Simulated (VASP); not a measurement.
## Mg3NbO2: single point with PBE

Mg3NbO2:

```
Mg Nb O
1.0
     6.56242    0.00000    0.00000
    -3.28121    5.68322    0.00000
     0.00000    0.00000    3.13078
Mg Nb O
3 1 2
Direct
  0.50000 0.00000 0.50000
  0.00000 0.50000 0.50000
  0.50000 0.50000 0.50000
  0.00000 0.00000 0.50000
  0.33333 0.66667 0.50000
  0.66667 0.33333 0.50000
```

```
Program             : VASP 6.6.1
Task                : single point
Functional          : PBE
Potentials or basis : VASP PAW PBE potentials, release 64 (Mg, Nb_sv, O)
Cutoff              : 520 eV
k mesh              : 3 × 3 × 6
Occupations         : gaussian, width 0.1 eV
Spin                : collinear spin, ferromagnetic start
Starting moments    : [0.0, 0.0, 0.0, 2.74, 0.0, 0.0] μB
```

| Property | Result |
| --- | --- |
| Pressure | -0.1 GPa |
| Net moment | 3.66 μB per cell |
| Site moments | Mg +0.01; Nb +1.95; O +0.10 μB |
| Valence electrons inside the program's atomic spheres | Mg 0.40; Nb 10.60; O 5.05 |

Levels at points of the mesh, in eV from the Fermi level:
Spin up:
```
           k point  band 14  band 15  band 16  band 17  band 18  band 19  band 20  band 21
(0.00, 0.00, 0.00)    -1.77    -0.69    -0.69     0.38     0.38     1.48     1.48     2.90
(0.00, 0.00, 0.50)    -1.38    -1.25    -0.05    -0.05     1.01     2.59     2.59     3.32
```
Spin down:
```tsv
k point	band 10	band 11	band 12	band 13	band 14	band 15	band 16	band 17	band 18	band 19
(0.00, 0.00, 0.00)	-3.97	-3.20	-1.79	-1.77	-0.64	0.93	0.93	1.32	1.32	3.01
(0.00, 0.00, 0.50)	-3.54	-3.47	-3.47	-0.09	-0.09	0.36	1.61	1.99	1.99	2.64
```

Run time: 2.1 min on 1 thread of Intel(R) Xeon(R) Platinum 8259CL CPU @ 2.50GHz (Skylake/Cascade Lake) (shared host), peak memory 0.31 GiB.

Caveat: the k points lie up to 0.37 Å⁻¹ apart.
